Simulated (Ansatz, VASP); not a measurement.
## Two plane-wave programs on PtS2

```xyz
3
Lattice="3.3906 0.0000 0.0000 -1.6953 2.9364 0.0000 0.0000 0.0000 5.1228" Properties=species:S:1:pos:R:3 pbc="T T T"
Pt    0.0000    0.0000    0.0000
S     0.0000    1.9576    1.3041
S     1.6953    0.9788    3.8187
```

Change from the starting cell: biaxial_xy strain -4.6%.

Alike in both runs: task single point; functional PBE; k mesh 12 × 12 × 6; occupations fermi-dirac, width 0.02 eV; no spin polarisation.

```csv
,VASP,Ansatz
version,VASP 6.6.1,Ansatz 0.2.0
potentials or method,"VASP PAW PBE potentials, release 64 (Pt_sv_GW, S)","plane waves, PAW"
plane-wave cutoff (eV),500,420
valence electrons in the cell,30,30
```

Ansatz gave:

```
pressure (GPa)                                                : 14.8
traceless stress, the component that is largest in VASP (GPa) : -8.04
rms of the force components (eV/Å)                            : 0.083
```

Task: Estimate VASP's values.

Result: Pressure (GPa): 13.4; traceless stress, the component that is largest in VASP (GPa): -7.94; rms of the force components (eV/Å): 0.069.

Atom by atom the forces differ by 0.014 eV/Å (rms over components).

Neither program's run includes spin-orbit coupling.
